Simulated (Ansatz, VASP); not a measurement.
# AlN in VASP and in Ansatz

```
CELL_PARAMETERS angstrom
-3.11356 0.00000 0.00000
-1.55678 -2.69642 0.00000
0.00000 0.00000 10.66670
ATOMIC_POSITIONS crystal
Al 0.33333 0.33333 0.84515
Al 0.33333 0.33333 0.37796
Al 0.66667 0.66667 0.14437
Al 0.66667 0.66667 0.61155
N 0.33333 0.33333 0.08923
N 0.33333 0.33333 0.55642
N 0.66667 0.66667 0.32282
N 0.66667 0.66667 0.79001
```

Alike in both runs: task single point; functional PBEsol; k mesh 8 × 8 × 3; occupations gaussian, width 0.05 eV; no spin polarisation.

```csv
,VASP,Ansatz
version,VASP 6.6.1,Ansatz 0.2.0
potentials or method,"VASP PAW PBE potentials, release 64 (Al, N), cutoff 520 eV","scalar-relativistic, plane waves, PAW"
valence electrons in the cell,32,32
```

Ansatz gave:

```
gap on the k mesh at the Fermi level (eV)                     : 2.00
least direct gap on the mesh (eV)                             : 2.00
pressure (GPa)                                                : -4.6
traceless stress, the component that is largest in VASP (GPa) : -6.97
rms of the force components (eV/Å)                            : 0.646
```

Problem. Which values does VASP return?

Solution. gap on the k mesh at the Fermi level (eV): 2.02; least direct gap on the mesh (eV): 2.02; pressure (GPa): -4.6; traceless stress, the component that is largest in VASP (GPa): -7.07; rms of the force components (eV/Å): 0.644.

VASP's potentials were made for PBE, not for PBEsol, and Ansatz warns of the same on its side. Atom by atom the forces differ by 0.004 eV/Å (rms over components).
